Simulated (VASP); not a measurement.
SnO2 (Cassiterite), 6 atoms in the cell. Symmetry: P4_2/mnm, No. 136, tetragonal system. The conventional cell has a = 4.738 Å, b = 4.738 Å, c = 3.091 Å, α = 90.00°, β = 90.00°, γ = 90.00°. Sn (site symmetry mmm) has 6 O at 2.02 to 2.05 Å within 2.7 Å. O (site symmetry m2m) has 3 Sn at 2.02 to 2.05 Å and 1 O at 2.61 Å within 2.7 Å.  This cell differs from its parent crystal: z stretched by -3 %.

- Program: VASP 6.6.1
- Task: relaxation of the atoms
- Functional: PBE
- Potentials or basis: VASP PAW PBE potentials, release 64 (Sn_d, O)
- Cutoff: 520 eV
- k mesh: 7 × 7 × 9
- Occupations: fermi-dirac, width 0.02 eV
- Spin: no spin polarisation
- Dipole correction: no
- Further INCAR settings: ALGO = Normal; EDIFF = 1e-07; IBRION = 2; EDIFFG = -0.02; NSW = 80

Potentials or basis: VASP PAW PBE potentials, release 64 (Sn_d, O).

Run with:

```bash
$ cat potpaw_PBE.64/Sn_d/POTCAR potpaw_PBE.64/O/POTCAR > POTCAR
$ mpirun -np 1 vasp_std > vasp.out
```

Hardware: 1 thread of AMD EPYC 7R13 (shared host).

Q: Estimate the wall time of this run.

A: It took 6.1 min on 1 thread of AMD EPYC 7R13, with other jobs on the host, peak memory 0.2 GiB. Counts: scf iterations 30, k points 50, ion steps 3.
